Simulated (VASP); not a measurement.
# Ni (P6_3/mmc) in VASP: notebook

The runs below take Ni through single point, with PBEsol.

Everything below comes from runs of VASP 6.6.1. Logs are shortened: lines on timing, memory, paths and dates and some standing lists are left out, and cuts for length are marked.

### 1 The cell of the first run

The structure is hexagonal, space group P6_3/mmc (No. 194). The conventional cell has a = 2.464 Å, b = 2.464 Å, c = 4.100 Å, α = 90.00°, β = 90.00°, γ = 120.00°. Within 3.3 Å of Ni (site symmetry -6m2) lie 12 Ni at 2.46 to 2.50 Å.

### 2 Single point, PBEsol, collinear spin, ferromagnetic start

The input, INCAR:

```
SYSTEM = Ni
PREC     = Accurate       ! precision mode
ENCUT    = 520            ! plane-wave cutoff, eV
EDIFF    = 1E-6           ! SCF threshold, eV
ISMEAR   = -1             ! smearing method
SIGMA    = 0.05           ! smearing width, eV
LREAL    = .FALSE.        ! projectors in reciprocal space
LASPH    = .TRUE.         ! aspherical terms in the spheres
NELM     = 150            ! most SCF steps
ALGO     = Normal         ! electronic algorithm
ISIF     = 2              ! what is computed and relaxed
LWAVE    = .FALSE.        ! write WAVECAR
LCHARG   = .FALSE.        ! write CHGCAR
ISPIN    = 2              ! spin polarisation
MAGMOM   = 1 1            ! initial moments
LORBIT   = 11             ! projections on sites
LMAXMIX  = 4              ! l up to which the mixer works
GGA      = PS             ! functional
NBANDS   = 21             ! bands
```

The input, KPOINTS:

```
Automatic mesh
0
G
  12 12 7
  0 0 0
```

The input, POSCAR:

```
Ni
1.0
    2.4642354424      0.0000000000      0.0000000000
   -1.2321177212      2.1340904941      0.0000000000
    0.0000000000      0.0000000000      4.0997805916
Ni
2
Direct
    0.6666666667      0.3333333333      0.7500000000
    0.3333333333      0.6666666667      0.2500000000
```

Potentials or basis: VASP PAW PBE potentials, release 64 (Ni).

Launch:

```sh
> cat potpaw_PBE.64/Ni/POTCAR > POTCAR
> mpirun -np 1 vasp_std > vasp.out
```

OUTCAR:

```text
SYSTEM = Ni
   PREC = Accurate
   ENCUT = 520
   EDIFF = 1E-6
   ISMEAR = -1
   LREAL = .FALSE.
   LASPH = .TRUE.
   NELM = 150
   ISIF = 2
   ISPIN = 2
   LORBIT = 11
   GGA = PS

 ion  position               nearest neighbor table
   1  0.667  0.333  0.750-   2 2.50   2 2.50   2 2.50   2 2.50   2 2.50   2 2.50
   2  0.333  0.667  0.250-   1 2.50   1 2.50   1 2.50   1 2.50   1 2.50   1 2.50

  LATTYP: Found a hexagonal cell.
 ALAT       =     2.4642354424
 C/A-ratio  =     1.6637130207

  Lattice vectors:

 A1 = (   2.4642354424,   0.0000000000,   0.0000000000)
 A2 = (  -1.2321177212,   2.1340904941,   0.0000000000)
 A3 = (   0.0000000000,   0.0000000000,   4.0997805916)

Analysis of symmetry for initial positions (statically):
=====================================================================
 Subroutine PRICEL returns:
 Original cell was already a primitive cell.

 Routine SETGRP: Setting up the symmetry group for a
 hexagonal supercell.

 Subroutine GETGRP returns: Found 24 space group operations
 (whereof 12 operations were pure point group operations)
 out of a pool of 24 trial point group operations.

The static configuration has the point symmetry D_3d.
 The point group associated with its full space group is D_6h.

Analysis of symmetry for dynamics (positions and initial velocities):
=====================================================================
 Subroutine PRICEL returns:
 Original cell was already a primitive cell.

 Routine SETGRP: Setting up the symmetry group for a
 hexagonal supercell.

 Subroutine GETGRP returns: Found 24 space group operations
 (whereof 12 operations were pure point group operations)
 out of a pool of 24 trial point group operations.

The dynamic configuration has the point symmetry D_3d.
 The point group associated with its full space group is D_6h.

Analysis of structural, dynamic, and magnetic symmetry:
=====================================================================
 Subroutine PRICEL returns:
 Original cell was already a primitive cell.

 Routine SETGRP: Setting up the symmetry group for a
 hexagonal supercell.

 Subroutine GETGRP returns: Found 24 space group operations
 (whereof 12 operations were pure point group operations)
 out of a pool of 24 trial point group operations.

The overall configuration has the point symmetry D_3d.
 The point group associated with its full space group is D_6h.

 Subroutine INISYM returns: Found 24 space group operations
 (whereof 12 operations are pure point group operations),
 and found     1 'primitive' translations
[... 109 lines left out ...]
   EFERMI =   0.00;   METHOD = LEGACY
   ISMEAR =    -1;   SIGMA  =   0.05  broadening in eV -4-tet -1-fermi 0-gaus
   EFERMI_NEDOS =   21; number of points for ismear=-14 and -15
   IALGO  =     38    algorithm
   IMIX   =      4    mixing-type and parameters
     AMIX     =   0.40;   BMIX     =  1.00
     AMIX_MAG =   1.60;   BMIX_MAG =  1.00
  volume/ion in A,a.u.               =      10.78        72.75
  Fermi-wavevector in a.u.,A,eV,Ry     =   1.596613  3.017161 34.683598  2.549173
  Thomas-Fermi vector in A             =   2.694348
   LORBIT       =     11    0 simple, 1 ext, 2 COOP (PROOUT), +10 PAW based schemes
   GGA     = PS    functional components
   LHFCALC =     F    Hartree Fock is set to
   AEXX    =    0.0000 exact exchange contribution
   IVDW    =     0    specifies the selected vdW correction
   LEPSILON=     F    determine dielectric tensor
   LRPA    =     F    only Hartree local field effects (RPA)
 spin polarized calculation
  energy-cutoff  :      520.00
  volume of cell :       21.56
 maximum number of plane-waves:       596
   NGX =  9   NGY =  9   NGZ = 15

 number of electron      20.0000003 magnetization       1.2881116

 Free energy of the ion-electron system (eV)
  ---------------------------------------------------
  ext. energy  EPLUGINS =         0.00000000
  ---------------------------------------------------
  free energy    TOTEN  =       -12.21287594 eV

  energy without entropy =      -12.17712852  energy(sigma->0) =      -12.19500223

 E-fermi :   9.3414     XC(G=0): -13.4887

 val. band max:        9.3405363097   @ k =   0.5000   0.0000   0.4286
 cond. band min:       9.3444045403   @ k =   0.0833   0.0000   0.1429
 fundamental gap:      0.0038682307
 Fermi energy:         9.3413861244

 spin component 1

 k-point     1 :       0.0000    0.0000    0.0000
  band No.  band energies     occupation
      1       0.1932      1.00000
      2       4.3947      1.00000
      3       6.8039      1.00000
      4       6.9607      1.00000
      5       6.9607      1.00000
      6       7.2169      1.00000
[... 565 lines left out ...]
     20      34.0063      0.00000
     21      37.0817      0.00000

 [... further k-points ...]

 spin component 2

 k-point     1 :       0.0000    0.0000    0.0000
  band No.  band energies     occupation
      1       0.1860      1.00000
      2       4.8012      1.00000
      3       7.5098      1.00000
      4       7.6483      1.00000
      5       7.6483      1.00000
      6       7.9228      1.00000
[... 565 lines left out ...]
     20      34.1148      0.00000
     21      37.1556      0.00000

 [... further k-points ...]
[... 5 lines left out ...]
  --------------------------------------------------------------------------------------
  -------------------------------------------------------------------------------------
  Total       -0.7883308     -0.7883308     -1.2838091      0.0000000     -0.0000000      0.0000000
  in kB      -58.5819004    -58.5819004    -95.4015407      0.0000000     -0.0000000      0.0000000
  external PRESSURE =     -70.8551138 kB  Pullay stress =       0.0000000 kB

 VOLUME and BASIS-vectors are now :
 -----------------------------------------------------------------------------
  energy-cutoff  :      520.00
  volume of cell :       21.56
      direct lattice vectors                 reciprocal lattice vectors
     2.464235442  0.000000000  0.000000000     0.405805380  0.234291845  0.000000000
    -1.232117721  2.134090494  0.000000000     0.000000000  0.468583691  0.000000000
     0.000000000  0.000000000  4.099780592     0.000000000  0.000000000  0.243915492

 POSITION                                       TOTAL-FORCE (eV/Angst)
 -----------------------------------------------------------------------------------
      1.23212      0.71136      3.07484        -0.000000      0.000000     -0.000000
     -0.00000      1.42273      1.02495         0.000000     -0.000000      0.000000
 -----------------------------------------------------------------------------------
    total drift:                               -0.000000      0.000000     -0.000000

  FREE ENERGIE OF THE ION-ELECTRON SYSTEM (eV)
  ---------------------------------------------------
  free  energy   TOTEN  =       -12.2128759387 eV

  energy  without entropy=      -12.1771285198  energy(sigma->0) =      -12.19500223

 total charge

# of ion       s       p       d       tot
------------------------------------------
    1        0.504   0.511   8.316   9.331
    2        0.504   0.511   8.316   9.331
--------------------------------------------------
tot          1.008   1.022  16.632  18.661

 magnetization (x)

# of ion       s       p       d       tot
------------------------------------------
    1       -0.005  -0.024   0.681   0.653
    2       -0.005  -0.024   0.681   0.653
--------------------------------------------------
tot         -0.009  -0.047   1.362   1.306
```

OSZICAR:

```text
N       E                     dE             d eps       ncg     rms          rms(c)
DAV:   1     0.958982569786E+02    0.95898E+02   -0.91718E+03  6802   0.140E+03
DAV:   2    -0.882347040471E+01   -0.10472E+03   -0.96651E+02  6504   0.236E+02
DAV:   3    -0.145796350289E+02   -0.57562E+01   -0.55207E+01  7333   0.630E+01
DAV:   4    -0.146474376868E+02   -0.67803E-01   -0.67755E-01  7325   0.645E+00
DAV:   5    -0.146491867771E+02   -0.17491E-02   -0.17490E-02  7403   0.104E+00    0.152E+01
DAV:   6    -0.129867094040E+02    0.16625E+01   -0.82924E+00  7474   0.627E+01    0.901E+00
DAV:   7    -0.122512055327E+02    0.73550E+00   -0.18037E+00  7407   0.253E+01    0.262E+00
DAV:   8    -0.122204893056E+02    0.30716E-01   -0.13676E-02  9249   0.139E+00    0.132E+00
DAV:   9    -0.122146259539E+02    0.58634E-02   -0.74574E-04  9769   0.309E-01    0.421E-01
DAV:  10    -0.122129115945E+02    0.17144E-02   -0.15331E-04 10511   0.207E-01    0.536E-02
DAV:  11    -0.122129000553E+02    0.11539E-04   -0.33554E-05  8314   0.695E-02    0.369E-02
DAV:  12    -0.122128760106E+02    0.24045E-04   -0.31250E-06  8762   0.242E-02    0.194E-02
DAV:  13    -0.122128759387E+02    0.71957E-07   -0.22373E-06  5663   0.147E-02
   1 F= -.12212876E+02 E0= -.12195002E+02  d E =-.357474E-01  mag=     1.2885
```

Wall time 26 s (1 thread of Intel Xeon 6975P-C (Granite Rapids), shared host); peak memory 0.15 GiB.

Results:

- Free energy: -12.2129 eV
- Pressure: -7.1 GPa
- Net moment: 1.29 μB per cell
- Site moments: Ni +0.65 μB
- Valence electrons inside the program's atomic spheres: Ni 9.33

Caveat: the PAW data sets were made with another functional, which shifts forces and pressure a little.

### 3 Single point, PBEsol, collinear spin, ferromagnetic start

This run uses another cell than the first one, of 10.99 Å³/atom, 1.020 times its volume.

The input, INCAR:

```
  ALGO = Normal
  EDIFF = 1E-7
  ENCUT = 520
  GGA = PS
  ISIF = 2
  ISMEAR = -1
  ISPIN = 2
  LASPH = True
  LCHARG = False
  LMAXMIX = 4
  LORBIT = 11
  LREAL = False
  LWAVE = False
  MAGMOM = 1 1
  NBANDS = 21
  NELM = 150
  PREC = Accurate
  SIGMA = 0.05
```

The input, KPOINTS:

```
k-points
0
Gamma
  12 12 7
```

The input, POSCAR:

```
Ni
1.0
    2.4802374197      0.0000000000      0.0000000000
   -1.2401187098      2.1479486129      0.0000000000
    0.0000000000      0.0000000000      4.1264032895
Ni
2
Direct
    0.6666666667      0.3333333333      0.7500000000
    0.3333333333      0.6666666667      0.2500000000
```

Potentials or basis: VASP PAW PBE potentials, release 64 (Ni).

Launch:

```sh
> cat potpaw_PBE.64/Ni/POTCAR > POTCAR
> mpirun -np 1 vasp_std > vasp.out
```

Wall time 32 s (1 thread of Intel Xeon 6975P-C (Granite Rapids), shared host); peak memory 0.16 GiB.

Results (log left out):

- Free energy: -12.1898 eV
- Pressure: -10.5 GPa
- Net moment: 1.30 μB per cell
- Site moments: Ni +0.66 μB
- Valence electrons inside the program's atomic spheres: Ni 9.30

Stress tensor (GPa, compression positive):
```
 -9.31   0.00   0.00
  0.00  -9.31   0.00
  0.00   0.00 -12.78
```

Levels at points of the mesh, in eV from the Fermi level:
Spin up:
| k point | band 7 | band 8 | band 9 | band 10 | band 11 | band 12 | band 13 | band 14 | band 15 | band 16 |
| --- | --- | --- | --- | --- | --- | --- | --- | --- | --- | --- |
| (0.00, 0.00, 0.00) | -2.09 | -1.61 | -1.61 | -0.73 | -0.73 | -0.53 | 5.28 | 22.70 | 24.54 | 24.54 |
| (0.50, 0.00, 0.00) | -2.07 | -0.61 | -0.57 | -0.50 | 1.14 | 3.00 | 9.12 | 9.61 | 12.18 | 13.01 |
Spin down:
```tsv
k point	band 8	band 9	band 10	band 11	band 12	band 13
(0.00, 0.00, 0.00)	-0.92	-0.92	-0.56	0.00	0.00	5.71
(0.50, 0.00, 0.00)	0.16	0.18	0.30	1.62	3.39	9.25
```

Caveat: the PAW data sets were made with another functional, which shifts forces and pressure a little.
